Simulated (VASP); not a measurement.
Input of a VASP 6.6.1 run:

The input INCAR:

```
PREC = Accurate ; ENCUT = 600
EDIFF = 1E-6 ; ISMEAR = -1
SIGMA = 0.03 ; LREAL = False
LASPH = True ; NELM = 80
ALGO = Normal ; ISIF = 3
LWAVE = False ; LCHARG = False
GGA = PE ; IBRION = 2
NSW = 100 ; EDIFFG = -0.005
```

File KPOINTS:

```
regular mesh
0
Gamma
  14 14 14
```

The input POSCAR:

```
Sn
1.0
    2.9331714240      0.0000000000      0.0000000000
    0.0000000000      2.9331714240      0.0000000000
    0.0000000000      0.0000000000      2.9331714240
Sn
1
Direct
    0.0000000000      0.0000000000      0.0000000000
```

Potentials or basis: VASP PAW PBE potentials, release 64 (Sn_d).

Command:

```bash
$ cat potpaw_PBE.64/Sn_d/POTCAR > POTCAR
$ mpirun -np 1 vasp_std > vasp.out
```

**Question.** Estimate the relaxed cell.

**Answer.** a = 3.086 Å, b = 3.086 Å, c = 3.086 Å, α = 90.00°, β = 90.00°, γ = 90.00°.

**Question.** Predict the band gap on the k mesh.

**Answer.** Zero (band 7 reaches 12.21 eV, above the bottom of band 8 at 4.84 eV).

**Question.** Predict the space group after relaxing (to 0.05 Å).

**Answer.** Pm-3m (No. 221).

The path:
| step | energy change (eV) | largest force (eV/Å) | pressure (GPa) | volume (Å³) |
| --- | --- | --- | --- | --- |
| 1 | 0.0000 | 0.0000 | 10.28 | 25.24 |
| 2 | -0.0942 | 0.0000 | -2.82 | 31.63 |
| 3 | -0.1155 | 0.0000 | 0.06 | 29.37 |
| 4 | -0.1154 | 0.0000 | -0.08 | 29.46 |
| 5 | -0.1155 | 0.0000 | 0.02 | 29.40 |

Caveat: the volume moved by over 15 % at a fixed basis, so the end points are rough; spin-orbit coupling is left out, which moves the levels of the heavy elements.
